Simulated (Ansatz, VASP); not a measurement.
**Ti4N3O in VASP and in Ansatz**

The input INCAR:

```
PREC = Accurate
ENCUT = 520
EDIFF = 1E-6
ISMEAR = 0
SIGMA = 0.1
LREAL = False
LASPH = True
NELM = 60
ALGO = Normal
ISIF = 2
LWAVE = False
LCHARG = True
GGA = PE
LELF = True
LVHAR = True
NBANDS = 44
```

File KPOINTS:

```
regular mesh
0
Gamma
  10 10 10
```

Contents of POSCAR:

```
Ti4N3O
1.0
    4.3918357512      0.0000000000      0.0000000000
    0.0000000000      4.3918357512      0.0000000000
    0.0000000000      0.0000000000      4.3918357512
Ti N O
4 3 1
Direct
    0.0000000000      0.0000000000      0.0000000000
    0.5000000000      0.0000000000      0.5000000000
    0.0000000000      0.5000000000      0.5000000000
    0.5000000000      0.5000000000      0.0000000000
    0.0000000000      0.5000000000      0.0000000000
    0.5000000000      0.0000000000      0.0000000000
    0.0000000000      0.0000000000      0.5000000000
    0.5000000000      0.5000000000      0.5000000000
```

Input for Ansatz:

```yaml
crystal:
  lattice:
    - [4.3918357512, 0.0, 0.0]
    - [0.0, 4.3918357512, 0.0]
    - [0.0, 0.0, 4.3918357512]
  atoms:
    - { symbol: Ti, position: [0.0, 0.0, 0.0] }
    - { symbol: Ti, position: [0.5, 0.0, 0.5] }
    - { symbol: Ti, position: [0.0, 0.5, 0.5] }
    - { symbol: Ti, position: [0.5, 0.5, 0.0] }
    - { symbol: "N", position: [0.0, 0.5, 0.0] }
    - { symbol: "N", position: [0.5, 0.0, 0.0] }
    - { symbol: "N", position: [0.0, 0.0, 0.5] }
    - { symbol: O, position: [0.5, 0.5, 0.5] }
basis:
  ecutwfc: 420
kpoints:
  mp_grid: { grid: [10, 10, 10] }
hamiltonian:
  xc: pbe
scf:
  occupations: { method: gaussian, width: 0.1 }
output:
  forces: true
  stress: true
  eigenvalues: true
  write_density: true
  write_potential: true
  elf: true
  volumetric_format: npy
```

Alike in both runs: task single point; functional PBE; k mesh 10 × 10 × 10; occupations gaussian, width 0.1 eV; no spin polarisation.

|  | VASP | Ansatz |
| --- | --- | --- |
| version | VASP 6.6.1 | Ansatz 0.2.0 |
| potentials or method | VASP PAW PBE potentials, release 64 (Ti_sv, N, O), cutoff 520 eV | scalar-relativistic, plane waves, PAW |
| valence electrons in the cell | 69 | 69 |

Ansatz gave:

- gap on the k mesh at the Fermi level (eV): none
- pressure (GPa): -20.4

**Question.** What did VASP give for the same quantities?

**Answer.** gap on the k mesh at the Fermi level (eV): none; pressure (GPa): -20.1.

A gap of «none» marks a metal or a gap that the smearing closes.
